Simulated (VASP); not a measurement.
# SrAs2H2 (P-3m1) in VASP: single point with PBE

Aim: the single point of SrAs2H2 with PBE.

All numbers are computed with VASP 6.6.1; they aren't measurements. Logs are shortened: lines on timing, memory, paths and dates and some standing lists are left out, and cuts for length are marked.

### Step 1. The cell of the first run

Symmetry: P-3m1, No. 164, trigonal system. The conventional cell has a = 5.044 Å, b = 5.044 Å, c = 4.064 Å, α = 90.00°, β = 90.00°, γ = 120.00°. As (site symmetry 3m) has 1 H at 1.57 Å within 2.1 Å. H (site symmetry 3m) has 1 As at 1.57 Å within 2.1 Å. Sr (site symmetry -3m) has 6 H at 2.98 Å and 12 As at 3.44 to 3.66 Å within 3.9 Å.

### Step 2. Single point, PBE

The input, INCAR:

```
SYSTEM = SrAs2H2
PREC = Accurate
ENCUT = 600
EDIFF = 1E-6
ISMEAR = -1
SIGMA = 0.05
LREAL = .False.
LASPH = .True.
NELM = 120
ALGO = Normal
ISIF = 2
LWAVE = .False.
LCHARG = .False.
GGA = PE
NBANDS = 29
GGA_COMPAT = .False.
```

The input, KPOINTS:

```
regular mesh
0
Gamma
  7 7 5
  0 0 0
```

The input, POSCAR:

```
SrAs2H2
1.0
    2.5217575726      4.3678122401      0.0000000000
   -2.5217575726      4.3678122401      0.0000000000
    0.0000000000      0.0000000000      4.0640964688
As H Sr
2 2 1
Direct
    0.3333333333      0.3333333333      0.5475565189
    0.6666666667      0.6666666667      0.4524434811
    0.3333333333      0.3333333333      0.1610867135
    0.6666666667      0.6666666667      0.8389132865
    0.0000000000      0.0000000000      0.0000000000
```

Potentials or basis: VASP PAW PBE potentials, release 64 (As_d, H, Sr_sv).

Started as:

```bash
cat potpaw_PBE.64/As_d/POTCAR potpaw_PBE.64/H/POTCAR potpaw_PBE.64/Sr_sv/POTCAR > POTCAR
mpirun -np 1 vasp_std > vasp.out
```

OUTCAR:

```text
SYSTEM = SrAs2H2
   PREC = Accurate
   ENCUT = 600
   EDIFF = 1E-6
   ISMEAR = -1
   LREAL = .False.
   LASPH = .True.
   NELM = 120
   ISIF = 2
   GGA = PE

 ion  position               nearest neighbor table
   1  0.333  0.333  0.548-   3 1.57   5 3.44   5 3.44   5 3.44   5 3.66   5 3.66   5 3.66
   2  0.667  0.667  0.452-   4 1.57   5 3.44   5 3.44   5 3.44   5 3.66   5 3.66   5 3.66
   3  0.333  0.333  0.161-   1 1.57   5 2.98   5 2.98   5 2.98
   4  0.667  0.667  0.839-   2 1.57   5 2.98   5 2.98   5 2.98
   5  0.000  0.000  0.000-   3 2.98   4 2.98   4 2.98   4 2.98   3 2.98   3 2.98   1 3.44   2 3.44
                             1 3.44   2 3.44   1 3.44   2 3.44   1 3.66   2 3.66   2 3.66   1 3.66

  LATTYP: Found a hexagonal cell.
 ALAT       =     5.0435151452
 C/A-ratio  =     0.8058063378

  Lattice vectors:

 A1 = (   2.5217575726,  -4.3678122401,   0.0000000000)
 A2 = (   2.5217575726,   4.3678122401,   0.0000000000)
 A3 = (   0.0000000000,   0.0000000000,   4.0640964688)

Analysis of symmetry for initial positions (statically):
=====================================================================
 Subroutine PRICEL returns:
 Original cell was already a primitive cell.

 Routine SETGRP: Setting up the symmetry group for a
 hexagonal supercell.

 Subroutine GETGRP returns: Found 12 space group operations
 (whereof 12 operations were pure point group operations)
 out of a pool of 24 trial point group operations.

The static configuration has the point symmetry D_3d.

Analysis of symmetry for dynamics (positions and initial velocities):
=====================================================================
 Subroutine PRICEL returns:
 Original cell was already a primitive cell.

 Routine SETGRP: Setting up the symmetry group for a
 hexagonal supercell.

 Subroutine GETGRP returns: Found 12 space group operations
 (whereof 12 operations were pure point group operations)
 out of a pool of 24 trial point group operations.

The dynamic configuration has the point symmetry D_3d.

 Subroutine INISYM returns: Found 12 space group operations
 (whereof 12 operations are pure point group operations),
 and found     1 'primitive' translations

----------------------------------------------------------------------------------------

                                     Primitive cell

  volume of cell :      89.5285

  direct lattice vectors                    reciprocal lattice vectors
     2.521757573  4.367812240  0.000000000     0.198274412  0.114473785  0.000000000
[... 88 lines left out ...]
   LSORBIT =      F    spin-orbit coupling
   LASPH  =      T    aspherical Exc in radial PAW
   ENCUT  =  600.0 eV  44.10 Ry    6.64 a.u.  10.07 10.07  8.12*2*pi/ulx,y,z
   NELM   =    120;   NELMIN=  2; NELMDL= -5     # of ELM steps
   EDIFF  = 0.1E-05   stopping-criterion for ELM
   LREAL  =      F    real-space projection
   EDIFFG = 0.1E-04   stopping-criterion for IOM
   NSW    =      0    number of steps for IOM
   IBRION =     -1    ionic relax: 0-MD 1-quasi-New 2-CG
   NFREE  =      0    steps in history (QN), initial steepest desc. (CG)
   ISIF   =      2    stress and relaxation
   ISYM   =      2    0-nonsym 1-usesym 2-fastsym
   POTIM  = 0.5000    time-step for ionic-motion
   TEBEG  =    0.0;   TEEND  =   0.0 temperature during run
   PSTRESS=    0.0 pullay stress
   NELECT =      42.0000    total number of electrons
   NUPDOWN=      -1.0000    fix difference up-down
   EMIN   =  10.00;   EMAX   =-10.00  energy-range for DOS
   EFERMI =   0.00;   METHOD = LEGACY
   ISMEAR =    -1;   SIGMA  =   0.05  broadening in eV -4-tet -1-fermi 0-gaus
   EFERMI_NEDOS =   21; number of points for ismear=-14 and -15
   IALGO  =     38    algorithm
   IMIX   =      4    mixing-type and parameters
     AMIX     =   0.40;   BMIX     =  1.00
     AMIX_MAG =   1.60;   BMIX_MAG =  1.00
  volume/ion in A,a.u.               =      17.91       120.83
  Fermi-wavevector in a.u.,A,eV,Ry     =   1.272050  2.403826 22.015737  1.618111
  Thomas-Fermi vector in A             =   2.404950
   LORBIT       =      0    0 simple, 1 ext, 2 COOP (PROOUT), +10 PAW based schemes
   GGA     = PE    functional components
   LHFCALC =     F    Hartree Fock is set to
   AEXX    =    0.0000 exact exchange contribution
   IVDW    =     0    specifies the selected vdW correction
   LEPSILON=     F    determine dielectric tensor
   LRPA    =     F    only Hartree local field effects (RPA)
 non-spin polarized calculation
  energy-cutoff  :      600.00
  volume of cell :       89.53
 maximum number of plane-waves:      3004
   NGX = 21   NGY = 21   NGZ = 17

 number of electron      41.9999976 magnetization

 Free energy of the ion-electron system (eV)
  ---------------------------------------------------
  ext. energy  EPLUGINS =         0.00000000
  ---------------------------------------------------
  free energy    TOTEN  =       -18.63133333 eV

  energy without entropy =      -18.61390760  energy(sigma->0) =      -18.62262047

 E-fermi :   3.2652     XC(G=0):  -9.5809

 val. band max:        3.2345782943   @ k =   0.4286   0.0000   0.0000
 cond. band min:       3.2656594118   @ k =   0.4286   0.1429   0.4000
 fundamental gap:      0.0310811175
 Fermi energy:         3.2652212355

 k-point     1 :       0.0000    0.0000    0.0000
  band No.  band energies     occupation
      1     -33.1168      2.00000
      2     -32.6712      2.00000
      3     -32.6575      2.00000
      4     -32.6418      2.00000
      5     -32.6418      2.00000
      6     -32.6371      2.00000
[... 757 lines left out ...]
     28       8.1325      0.00000
     29       9.4218      0.00000

 [... further k-points ...]
[... 5 lines left out ...]
  --------------------------------------------------------------------------------------
  -------------------------------------------------------------------------------------
  Total        0.0282863      0.0282863     -0.1028349     -0.0000000      0.0000000      0.0000000
  in kB        0.5062046      0.5062046     -1.8403043     -0.0000000      0.0000000      0.0000000
  external PRESSURE =      -0.2759650 kB  Pullay stress =       0.0000000 kB

 VOLUME and BASIS-vectors are now :
 -----------------------------------------------------------------------------
  energy-cutoff  :      600.00
  volume of cell :       89.53
      direct lattice vectors                 reciprocal lattice vectors
     2.521757573  4.367812240  0.000000000     0.198274412  0.114473785  0.000000000
    -2.521757573  4.367812240  0.000000000    -0.198274412  0.114473785  0.000000000
     0.000000000  0.000000000  4.064096469     0.000000000  0.000000000  0.246057151

 POSITION                                       TOTAL-FORCE (eV/Angst)
 -----------------------------------------------------------------------------------
      0.00000      2.91187      2.22532        -0.000000      0.000000     -0.030435
      0.00000      5.82375      1.83877        -0.000000      0.000000      0.030435
      0.00000      2.91187      0.65467         0.000000     -0.000000      0.034361
      0.00000      5.82375      3.40942         0.000000     -0.000000     -0.034361
      0.00000      0.00000      0.00000         0.000000     -0.000000      0.000000
 -----------------------------------------------------------------------------------
    total drift:                                0.000000     -0.000000      0.000000

  FREE ENERGIE OF THE ION-ELECTRON SYSTEM (eV)
  ---------------------------------------------------
  free  energy   TOTEN  =       -18.6313333307 eV

  energy  without entropy=      -18.6139076023  energy(sigma->0) =      -18.62262047
```

Wall time 97 s (1 thread of AMD EPYC 7R43 (Zen 3), shared host); peak memory 0.23 GiB.

What came out:

```
Free energy            : -18.6313 eV
Pressure               : 0.0 GPa
Largest force          : 0.034 eV/Å
Band gap on the k mesh : zero (bands 21 and 22 overlap by 1.51 eV)
```

Forces on the atoms (eV/Å):
```
As   0.000  0.000 -0.030
As   0.000  0.000  0.030
H    0.000  0.000  0.034
H    0.000  0.000 -0.034
Sr   0.000  0.000  0.000
```

Levels at points of the mesh, in eV from the Fermi level:
```
           k point  band 17  band 18  band 19  band 20  band 21  band 22  band 23  band 24  band 25  band 26
(0.00, 0.00, 0.00)    -4.12    -3.80    -3.80    -2.82    -0.54    -0.31    -0.31     1.24     2.66     3.79
```
